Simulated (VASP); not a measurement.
# LiTi36O72 (a cell with a defect) in VASP: notebook, part 2 of 2

VASP 6.6.1. The steps go on from the part before.

### 3 Single point, PBE

INCAR reads:

```
ALGO = Normal ; EDIFF = 1E-7
ENCUT = 520 ; GGA = PE
ISIF = 2 ; ISMEAR = -1
LASPH = True ; LCHARG = False
LREAL = Auto ; LWAVE = False
NBANDS = 494 ; NELECT = 866.0
NELM = 80 ; PREC = Accurate
SIGMA = 0.01
```

KPOINTS reads:

```
k-points
0
Gamma
  1 1 1
```

POSCAR reads:

```
LiTi36O72
1.0
    0.0000000000    -11.3955101200      0.0000000000
   11.3955101200      0.0000000000      0.0000000000
   -3.7985033700      3.7985033700      9.7031425200
Ti O Li
36 72 1
Direct
    0.0007414766     -0.0004403924      0.0005256029
    0.2546201933      0.0781109385      0.2475614467
    0.0001330339      0.0002031492      0.5001159150
    0.2484021431      0.0840471489      0.7477745468
    0.0007185854      0.3320227535      0.0005335385
    0.2529457582      0.4185602835      0.2492779009
[... 101 lines left out ...]
    0.9321238822      0.9318819448      0.7942402149
    0.1015132815      0.2578678440      0.3045035146
```

Potentials or basis: VASP PAW PBE potentials, release 64 (Ti_sv, O, Li_sv).

On the command line:

```
cat potpaw_PBE.64/Ti_sv/POTCAR potpaw_PBE.64/O/POTCAR potpaw_PBE.64/Li_sv/POTCAR > POTCAR
mpirun -np 1 vasp_gam > vasp.out
```

OUTCAR:

```text
EDIFF = 1E-7
   ENCUT = 520
   GGA = PE
   ISIF = 2
   ISMEAR = -1
   LASPH = True
   LREAL = Auto
   NELECT = 866.0
   NELM = 80
   PREC = Accurate

 ion  position               nearest neighbor table
   1  0.001  1.000  0.001- 105 1.93  39 1.94  89 1.95  87 1.96 108 2.00  38 2.03
   2  0.255  0.078  0.248-  62 1.90  56 1.90  39 1.99  40 1.99  38 2.00  37 2.02 109 2.74
   3  0.000  0.000  0.500-  43 1.94  85 1.94 101 1.95  91 1.95  42 2.00 104 2.03
   4  0.248  0.084  0.748-  44 1.93  42 1.93  66 1.95  60 1.96  43 2.01  41 2.01
   5  0.001  0.332  0.001-  89 1.93  47 1.94  95 1.95  97 1.96  92 2.00  46 2.04
   6  0.253  0.419  0.249-  48 1.91  70 1.92  46 1.98  40 1.98  47 2.00  45 2.01
   7  0.996  0.334  0.504-  99 1.90  85 1.96  93 1.96  50 1.96  51 1.98  88 2.04 109 2.76
   8  0.248  0.417  0.746-  52 1.93  50 1.94  74 1.95  44 1.96  49 2.00  51 2.06
   9  0.001  0.668  0.000-  55 1.93 105 1.94  97 1.95 103 1.95  54 2.00 100 2.01
  10  0.249  0.749  0.249-  54 1.94  48 1.94  56 1.95  78 1.95  53 2.00  55 2.01
  11  0.000  0.667  0.500-  59 1.94  93 1.94 101 1.95 107 1.95  58 1.99  96 2.03
  12  0.249  0.749  0.748-  58 1.93  52 1.94  60 1.95  82 1.95  57 2.00  59 2.01
  13  0.333  0.998  0.995-  63 1.93  57 1.94  41 1.95  39 1.97  60 1.98  62 2.04
  14  0.583  0.084  0.250-  62 1.93  86 1.94  80 1.94  64 1.94  61 1.99  63 2.03
[... 471 lines left out ...]
      5     -53.2585      2.00000
      6     -53.2574      2.00000
[... 437 lines left out ...]
    444       6.2152      0.00000
    445       6.2158      0.00000
 [bands above 445 left out]

------------------------ aborting loop because EDIFF is reached ----------------------------------------

  FORCE on cell =-STRESS in cart. coord.  units (eV):
  Direction    XX          YY          ZZ          XY          YZ          ZX
  --------------------------------------------------------------------------------------
  -------------------------------------------------------------------------------------
  Total       -7.3647698     -2.6557245     -2.3576937     -0.1631202      0.3686206     -0.4551768
  in kB       -9.3646124     -3.3768646     -2.9979060     -0.2074142      0.4687165     -0.5787763
  external PRESSURE =      -5.2464610 kB  Pullay stress =       0.0000000 kB

 VOLUME and BASIS-vectors are now :
 -----------------------------------------------------------------------------
  energy-cutoff  :      520.00
  volume of cell :     1260.03
      direct lattice vectors                 reciprocal lattice vectors
     0.000000000-11.395510120  0.000000000     0.000000000 -0.087753860  0.034353132
    11.395510120  0.000000000  0.000000000     0.087753860  0.000000000  0.034353132
    -3.798503370  3.798503370  9.703142520     0.000000000  0.000000000  0.103059395

 POSITION                                       TOTAL-FORCE (eV/Angst)
 -----------------------------------------------------------------------------------
     11.38850     -0.00645      0.00510         0.004274      0.005992      0.003419
     -0.05025     -1.96116      2.40212         0.034014      0.036982      0.038863
     -1.89738      1.89818      4.85270        -0.012203     -0.003330      0.004282
     -1.88266      0.00976      7.25576        -0.021947     -0.001351      0.002111
      3.78154     -0.00616      0.00518         0.019511      0.002569      0.003654
      3.82282     -1.93556      2.41878         0.000228     -0.012217      0.006799
[... 101 lines left out ...]
      7.60235     -7.60510      7.70663        -0.000328      0.002095     -0.018633
      1.78188     -0.00014      2.95464         0.320467     -0.000881     -0.277469
 -----------------------------------------------------------------------------------
    total drift:                                0.069919      0.001812     -0.047056

  FREE ENERGIE OF THE ION-ELECTRON SYSTEM (eV)
  ---------------------------------------------------
  free  energy   TOTEN  =      -978.9663258948 eV

  energy  without entropy=     -978.9663258948  energy(sigma->0) =     -978.96632589
```

OSZICAR:

```text
N       E                     dE             d eps       ncg     rms          rms(c)
DAV:   1     0.182515656788E+05    0.18252E+05   -0.47237E+05   988   0.222E+03
DAV:   2     0.377067652523E+04   -0.14481E+05   -0.14124E+05   988   0.716E+02
DAV:   3    -0.602830697640E+03   -0.43735E+04   -0.41874E+04  1260   0.314E+02
[... 13 lines left out ...]
DAV:  17    -0.978966313458E+03   -0.37838E-05   -0.65507E-05  1552   0.209E-02    0.946E-03
DAV:  18    -0.978966322576E+03   -0.91180E-05   -0.19235E-05  1408   0.971E-03    0.532E-03
DAV:  19    -0.978966325459E+03   -0.28830E-05   -0.46369E-06  1344   0.572E-03    0.415E-03
DAV:  20    -0.978966325675E+03   -0.21598E-06   -0.20175E-06  1312   0.304E-03    0.337E-03
DAV:  21    -0.978966325848E+03   -0.17336E-06   -0.88053E-07  1160   0.197E-03    0.149E-03
DAV:  22    -0.978966325895E+03   -0.46814E-07   -0.15138E-07   680   0.106E-03
   1 F= -.97896633E+03 E0= -.97896633E+03  d E =-.275158E-13
```

Wall time 47 min (1 thread of Intel Xeon Platinum 8488C (Sapphire Rapids), shared host); peak memory 1.4 GiB.

Results:

```
Free energy   : -978.9663 eV
Largest force : 0.424 eV/Å
```

Forces in eV/Å, atoms in the order of the input:
```
Ti   0.004  0.006  0.003
Ti   0.034  0.037  0.039
Ti  -0.012 -0.003  0.004
Ti  -0.022 -0.001  0.002
Ti   0.020  0.003  0.004
Ti   0.000 -0.012  0.007
Ti  -0.025 -0.031 -0.028
Ti  -0.011  0.006 -0.010
Ti  -0.013 -0.001  0.005
Ti   0.009 -0.007 -0.005
Ti  -0.008  0.006  0.000
Ti   0.003 -0.005 -0.011
Ti   0.008  0.014  0.018
Ti  -0.003 -0.010 -0.007
Ti  -0.008  0.003  0.001
Ti  -0.023 -0.001  0.015
Ti   0.005 -0.003 -0.007
Ti  -0.010  0.007 -0.005
Ti  -0.027  0.036 -0.031
Ti   0.001 -0.003 -0.025
Ti  -0.001  0.000  0.004
Ti  -0.001 -0.005 -0.006
Ti  -0.003  0.001  0.000
Ti   0.005 -0.006  0.004
Ti  -0.002 -0.006  0.018
Ti   0.031 -0.034  0.038
Ti   0.004  0.004  0.007
Ti  -0.009  0.002  0.008
Ti   0.017  0.011 -0.006
Ti   0.002  0.003  0.007
Ti  -0.002 -0.001  0.027
Ti   0.001 -0.025 -0.033
Ti  -0.009 -0.002  0.008
Ti   0.003 -0.002 -0.003
Ti   0.010  0.011 -0.001
Ti   0.003  0.009  0.004
O   -0.008 -0.043  0.028
O    0.056  0.002  0.036
O   -0.012  0.002 -0.015
O   -0.004 -0.076 -0.014
O   -0.011  0.010  0.027
O   -0.006  0.007  0.025
O    0.001 -0.002 -0.014
O    0.002  0.000 -0.012
O   -0.006  0.010  0.018
O   -0.095  0.002  0.046
O    0.019 -0.001 -0.013
O    0.007  0.009 -0.018
O   -0.005 -0.002  0.026
O   -0.010  0.003  0.026
O   -0.008  0.000 -0.046
O    0.006  0.000 -0.018
O   -0.012 -0.005  0.018
O   -0.005  0.003  0.016
O   -0.003 -0.004 -0.020
O   -0.020  0.025 -0.012
O    0.002 -0.003  0.025
O    0.000  0.008  0.024
O   -0.002 -0.003 -0.016
O    0.002  0.002 -0.019
O   -0.004  0.001  0.029
O   -0.020 -0.003  0.010
O    0.006 -0.009 -0.013
O    0.005  0.000 -0.024
O   -0.013 -0.010  0.021
O   -0.007  0.000  0.026
O   -0.019 -0.003 -0.021
O    0.007  0.006 -0.013
O   -0.011 -0.001  0.020
O    0.003 -0.008  0.014
O   -0.005 -0.003 -0.018
O    0.013  0.000 -0.013
O   -0.007  0.005  0.026
O   -0.010  0.003  0.024
O    0.011 -0.007 -0.005
O    0.000  0.001 -0.016
O   -0.015  0.000  0.024
O    0.001  0.006  0.022
O   -0.003 -0.006 -0.018
O   -0.003  0.002 -0.012
O    0.000  0.003  0.019
O    0.003 -0.001  0.022
O   -0.010 -0.001 -0.022
O    0.002 -0.005 -0.017
O   -0.010  0.042  0.030
O   -0.020  0.006  0.013
O   -0.012 -0.009 -0.012
O   -0.005  0.071 -0.013
O   -0.007  0.000  0.017
O    0.003  0.005  0.020
O   -0.016 -0.004 -0.016
O    0.011 -0.005 -0.016
O   -0.008 -0.007  0.017
O    0.002  0.015  0.016
O    0.013 -0.005 -0.012
O    0.008 -0.009 -0.015
O   -0.008  0.000  0.032
O   -0.012  0.009  0.016
O    0.010 -0.001  0.000
O   -0.006  0.001 -0.018
O   -0.010  0.004  0.020
O    0.003  0.000  0.024
O   -0.005 -0.002 -0.019
O   -0.019 -0.027 -0.011
O   -0.006  0.000  0.020
O   -0.001  0.006  0.016
O   -0.011 -0.006 -0.023
O    0.000  0.002 -0.019
Li   0.320 -0.001 -0.277
```

Caveat: the k points lie up to 0.65 Å⁻¹ apart; the cell carries a net charge on a neutralising background, which shifts energy and pressure; the cell is charged against a uniform background, so pressure and absolute levels hang on convention; the cutoff is under 1.25 times the usual one of these potentials, so pressure, stress and relaxed cells hold a basis-set (Pulay) error.

### 4 Single point, PBE

INCAR reads:

```
SYSTEM = LiTi36O72
PREC     = Accurate       ! precision mode
ENCUT    = 520            ! plane-wave cutoff, eV
EDIFF    = 1E-6           ! SCF threshold, eV
ISMEAR   = -1             ! smearing method
SIGMA    = 0.01           ! smearing width, eV
LREAL    = Auto         
LASPH    = .True.         ! aspherical terms in the spheres
NELM     = 100            ! most SCF steps
ALGO     = Normal         ! electronic algorithm
ISIF     = 2              ! what is computed and relaxed
LWAVE    = .False.        ! write WAVECAR
LCHARG   = .False.        ! write CHGCAR
GGA      = PE             ! functional
NBANDS   = 494            ! bands
NELECT   = 866.0
```

KPOINTS reads:

```
regular mesh
0
Gamma
  1 1 1
  0 0 0
```

POSCAR reads:

```
LiTi36O72
1.0
    0.0000000000    -11.3955101200      0.0000000000
   11.3955101200      0.0000000000      0.0000000000
   -3.7985033700      3.7985033700      9.7031425200
Ti O Li
36 72 1
Direct
    0.0009696652      0.0001151182      0.0013699685
    0.2553606787      0.0760253108      0.2450357701
    0.0000499789      0.0018784183      0.4995679482
    0.2483642813      0.0844480563      0.7476277902
    0.0009499478      0.3319462753      0.0011583876
    0.2506806049      0.4158459183      0.2494854626
[... 101 lines left out ...]
    0.9321702047      0.9318355115      0.7939445375
    0.1137959649      0.2358634270      0.3412699538
```

On the command line:

```
cat potpaw_PBE.64/Ti_sv/POTCAR potpaw_PBE.64/O/POTCAR potpaw_PBE.64/Li_sv/POTCAR > POTCAR
mpirun -np 1 vasp_gam > vasp.out
```

It took 33 min on 1 thread of Oxide Virtual Turin-like, shared host; peak memory 1.3 GiB.

The run converged. Its results:

```yaml
Free_energy: -978.6632 eV
Largest_force: 0.416 eV/Å
```

Forces on the atoms (eV/Å):
```
Ti   0.004  0.003  0.006
Ti   0.014  0.037  0.030
Ti  -0.006 -0.009  0.003
Ti  -0.026 -0.004 -0.006
Ti   0.015  0.008 -0.002
Ti   0.013 -0.013 -0.004
Ti  -0.030 -0.021 -0.026
Ti  -0.017  0.005 -0.017
Ti  -0.002  0.001  0.000
Ti  -0.008  0.007 -0.013
Ti  -0.009 -0.001  0.013
Ti  -0.006 -0.002 -0.011
Ti   0.015  0.023  0.032
Ti  -0.007 -0.012  0.003
Ti  -0.010  0.002  0.006
Ti  -0.027  0.003  0.011
Ti   0.013 -0.003 -0.001
Ti  -0.013  0.003 -0.006
Ti  -0.027  0.021 -0.021
Ti   0.000 -0.002 -0.022
Ti   0.006  0.004  0.003
Ti  -0.007 -0.006 -0.005
Ti  -0.006 -0.004  0.011
Ti   0.002 -0.005 -0.003
Ti   0.018 -0.013  0.031
Ti   0.030 -0.037  0.040
Ti   0.012  0.003  0.004
Ti  -0.019 -0.007  0.006
Ti   0.021  0.018 -0.014
Ti   0.010  0.013  0.001
Ti   0.001 -0.001  0.016
Ti  -0.002 -0.013 -0.025
Ti   0.000 -0.004  0.002
Ti  -0.010 -0.004 -0.013
Ti   0.018  0.008  0.003
Ti  -0.006  0.005  0.003
O    0.004 -0.061  0.021
O    0.021  0.003  0.033
O   -0.011 -0.007 -0.023
O   -0.009 -0.021 -0.009
O   -0.015  0.005  0.025
O   -0.001  0.006  0.024
O    0.004 -0.002 -0.018
O    0.006  0.000 -0.010
O    0.000  0.004  0.017
O   -0.039  0.001  0.035
O    0.006 -0.002 -0.012
O   -0.012  0.005 -0.016
O   -0.005 -0.002  0.018
O   -0.001  0.005  0.035
O   -0.027 -0.001 -0.046
O   -0.001  0.001 -0.019
O   -0.003 -0.004  0.019
O    0.000  0.005  0.020
O   -0.007 -0.008 -0.017
O   -0.031  0.014 -0.014
O    0.003 -0.003  0.025
O    0.004  0.008  0.021
O   -0.007 -0.004 -0.020
O    0.006  0.001 -0.024
O   -0.002 -0.002  0.032
O   -0.011 -0.005  0.001
O    0.006 -0.007 -0.017
O    0.008  0.001 -0.024
O   -0.019 -0.006  0.018
O    0.000  0.000  0.024
O   -0.019 -0.004 -0.019
O    0.011  0.003 -0.009
O   -0.011 -0.001  0.019
O    0.000  0.000  0.018
O   -0.005 -0.003 -0.019
O    0.014 -0.001 -0.014
O   -0.009  0.003  0.032
O   -0.004  0.001  0.030
O    0.003 -0.020  0.003
O   -0.004  0.000 -0.016
O   -0.022  0.001  0.019
O    0.002  0.007  0.020
O   -0.006 -0.006 -0.020
O   -0.001  0.001 -0.013
O    0.004  0.002  0.019
O    0.005 -0.002  0.019
O   -0.013  0.002 -0.024
O    0.007 -0.002 -0.021
O    0.001  0.061  0.019
O   -0.010  0.010  0.005
O   -0.009 -0.005 -0.019
O   -0.014  0.020 -0.011
O   -0.008  0.000  0.020
O    0.007  0.006  0.023
O   -0.017  0.000 -0.017
O    0.016 -0.003 -0.015
O   -0.002 -0.001  0.018
O   -0.002  0.011  0.024
O    0.004 -0.003 -0.014
O   -0.009 -0.006 -0.014
O   -0.012  0.001  0.036
O   -0.006  0.006  0.020
O    0.005  0.011  0.010
O   -0.008  0.001 -0.017
O   -0.006  0.006  0.020
O    0.005 -0.001  0.025
O   -0.008  0.002 -0.016
O   -0.029 -0.017 -0.013
O   -0.005  0.000  0.021
O    0.004  0.005  0.018
O   -0.011 -0.006 -0.023
O    0.002  0.001 -0.017
Li   0.339 -0.004 -0.241
```

Levels at points of the mesh, in eV from the Fermi level:
```tsv
k point	band 430	band 431	band 432	band 433	band 434	band 435	band 436	band 437
(0.00, 0.00, 0.00)	-0.37	-0.35	-0.34	-0.32	1.88	2.20	2.20	2.54
```

Caveat: the k points lie up to 0.65 Å⁻¹ apart; the cell carries a net charge on a neutralising background, which shifts energy and pressure; the cell is charged against a uniform background, so pressure and absolute levels hang on convention; the cutoff is under 1.25 times the usual one of these potentials, so pressure, stress and relaxed cells hold a basis-set (Pulay) error.
